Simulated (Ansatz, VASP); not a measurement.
# HgTe: VASP beside Ansatz

```
CELL_PARAMETERS angstrom
0.00000 2.95995 2.95995
2.95995 0.00000 2.95995
2.95995 2.95995 0.00000
ATOMIC_POSITIONS crystal
Hg 0.00000 0.00000 0.00000
Te 0.50000 0.50000 0.50000
```

Change from the starting cell: volume scaled by 1.04, ions relaxed.

Alike in both runs: functional PBE; k mesh 14 × 14 × 14; occupations fermi-dirac, width 0.05 eV; no spin polarisation.

Ansatz relaxed the structure, and its values are those at the end. VASP's run is a single point on that final structure, the one shown.

```csv
,VASP,Ansatz
version,VASP 6.6.1,Ansatz 0.2.0
potentials or method,"VASP PAW PBE potentials, release 64 (Hg, Te)","plane-wave PAW, scalar-relativistic"
plane-wave cutoff (eV),520,420
valence electrons in the cell,18,36
```

|  | VASP | Ansatz | Ansatz less VASP |
| --- | --- | --- | --- |
| pressure (GPa) | 7.1 | 6.9 | -0.20 |

VASP's potentials hold 18 valence electrons a cell and Ansatz's 36, so a difference there can come from the potentials and not from the codes. Ansatz's warnings: stress scf threshold loose.

Spin-orbit coupling is off throughout.
